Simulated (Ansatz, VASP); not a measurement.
One calculation of HfO2, two programs

```
Hf O
1.0
     3.56710    0.00000    0.00000
     0.00000    3.56710    0.00000
     0.00000    0.00000    5.16606
Hf O
2 4
Direct
  0.50000 0.50000 0.50000
  0.00000 0.00000 0.00000
  0.00000 0.50000 0.70010
  0.50000 0.00000 0.79990
  0.50000 0.00000 0.29990
  0.00000 0.50000 0.20010
```

Alike in both runs: functional PBEsol; k mesh 6 × 6 × 4; occupations gaussian, width 0.02 eV; no spin polarisation.

Ansatz relaxed the structure, and its values are those at the end. VASP's run is a single point on that final structure, the one shown.

|  | VASP | Ansatz |
| --- | --- | --- |
| version | VASP 6.6.1 | Ansatz 0.2.0 |
| potentials or method | VASP PAW PBE potentials, release 64 (Hf_pv, O), cutoff 520 eV | scalar-relativistic, plane waves, PAW |
| valence electrons in the cell | 44 | 76 |

Ansatz gave:

* gap on the k mesh at the Fermi level (eV): 4.57
* least direct gap on the mesh (eV): 4.65
* pressure (GPa): 0.0
* rms of the force components (eV/Å): 0.000

Problem. What did VASP give for the same quantities?

Solution. gap on the k mesh at the Fermi level (eV): 4.57; least direct gap on the mesh (eV): 4.65; pressure (GPa): -3.3; rms of the force components (eV/Å): 0.014.

VASP's potentials were made for PBE, not for PBEsol. VASP's potentials hold 44 valence electrons a cell and Ansatz's 76, so a difference there can come from the potentials and not from the codes.

Neither program's run includes spin-orbit coupling.
